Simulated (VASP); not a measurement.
Runs of VASP 6.6.1 on SnS2. The structure is that of space group P-3m1 (No. 164), or close to it. The cells are those of the table. 

```tsv
task	level	cell	k mesh	smearing	gap on the mesh (eV)	pressure (GPa)	relaxed volume (Å³/atom)	largest force (eV/Å)
relaxation of cell and atoms	PBE	relaxed from a = 3.703, b = 3.703, c = 6.828 Å, angles 90.0, 90.0, 120.0°, 3 atoms	9 × 9 × 4	gaussian 0.02 eV	1.60	0.0	(a)	-
single point	PBE	a = 3.703, b = 3.703, c = 6.828 Å, angles 90.0, 90.0, 120.0°, 3 atoms	9 × 9 × 4	gaussian 0.01 eV	1.60	-0.1	-	0.01
single point	PBE	a = 3.703, b = 3.703, c = 6.828 Å, angles 90.0, 90.0, 120.0°, 3 atoms	9 × 9 × 6	gaussian 0.02 eV	1.59	-0.1	-	0.01
single point	PBE	a = 3.703, b = 3.703, c = 6.828 Å, angles 90.0, 90.0, 120.0°, 3 atoms	9 × 9 × 4	gaussian 0.02 eV	1.60	-0.1	-	0.01
relaxation of cell and atoms	PBE	relaxed from a = 3.674, b = 3.674, c = 6.229 Å, angles 90.0, 90.0, 120.0°, 3 atoms	9 × 9 × 6	gaussian 0.02 eV	1.59	0.0	26.87	-
single point	PBE+D4	a = 3.703, b = 3.703, c = 6.828 Å, angles 90.0, 90.0, 120.0°, 3 atoms	9 × 9 × 6	gaussian 0.02 eV	1.59	-1.8	-	0.04
```

Alike in all rows: potentials or basis VASP PAW PBE potentials, release 64 (Sn_d, S); no spin polarisation; cutoff (eV) 500.

Q: Estimate the missing entries.

A: (a) 26.99.

Caveats: spin-orbit coupling is left out, which moves the levels of the heavy elements; this functional lacks dispersion, which binds the layers, so the pressure and a relaxed spacing across them are unreliable (some runs).

A k mesh can miss the band edges, and the runs leave out spin-orbit coupling on Sn.
